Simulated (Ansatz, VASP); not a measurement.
# One calculation of Ag, two programs

The input INCAR:

```
PREC = Accurate
ENCUT = 520
EDIFF = 1E-6
ISMEAR = -1
SIGMA = 0.1
LREAL = F
LASPH = T
NELM = 80
ALGO = Normal
ISIF = 2
LWAVE = F
LCHARG = F
GGA = RE
NBANDS = 18
```

Contents of KPOINTS:

```
Automatic mesh
0
Gamma
  14 14 8
```

POSCAR

```
Ag
1.0
    3.0555672830      0.0000000000      0.0000000000
   -1.5277836415      2.6461988901      0.0000000000
    0.0000000000      0.0000000000      4.9428133390
Ag
2
Direct
    0.3333333333      0.6666666667      0.2500000000
    0.6666666667      0.3333333333      0.7500000000
```

Input for Ansatz:

```yaml
crystal:
  lattice:
    - [3.055567283, 0.0, 0.0]
    - [-1.5277836415, 2.6461988901, 0.0]
    - [0.0, 0.0, 4.942813339]
  atoms:
    - { symbol: Ag, position: [0.3333333333, 0.6666666667, 0.25] }
    - { symbol: Ag, position: [0.6666666667, 0.3333333333, 0.75] }
hamiltonian:
  xc: revpbe
  pseudopotentials:
    kind: paw
    azcp:
      Ag: "pseudopotentials/Ag.paw.azcp"
basis:
  ecutwfc: 420
  fft_grid_basis: typed
kpoints:
  mp_grid: { grid: [14, 14, 8], shift: [0, 0, 0] }
magnetization:
  spin_polarized: false
scf:
  occupations: { method: fermi_dirac, width: 0.1 }
  lower_state_search: "off"
output:
  stress: true
```

Alike in both runs: task single point; functional revPBE; k mesh 14 × 14 × 8; occupations fermi-dirac, width 0.1 eV; no spin polarisation.

|  | VASP | Ansatz |
| --- | --- | --- |
| version | VASP 6.6.1 | Ansatz 0.2.0 |
| potentials or method | VASP PAW PBE potentials, release 64 (Ag), cutoff 520 eV | plane waves (420 eV) with PAW, scalar-relativistic |
| valence electrons in the cell | 22 | 38 |

```csv
,VASP,Ansatz,Ansatz less VASP
pressure (GPa),-4.8,-4.8,+0.02
"traceless stress, the component that is largest in VASP (GPa)",0.28,0.28,+0.004
```

VASP's potentials were made for PBE, not for revPBE. VASP's potentials hold 22 valence electrons a cell and Ansatz's 38, so a difference there can come from the potentials and not from the codes.
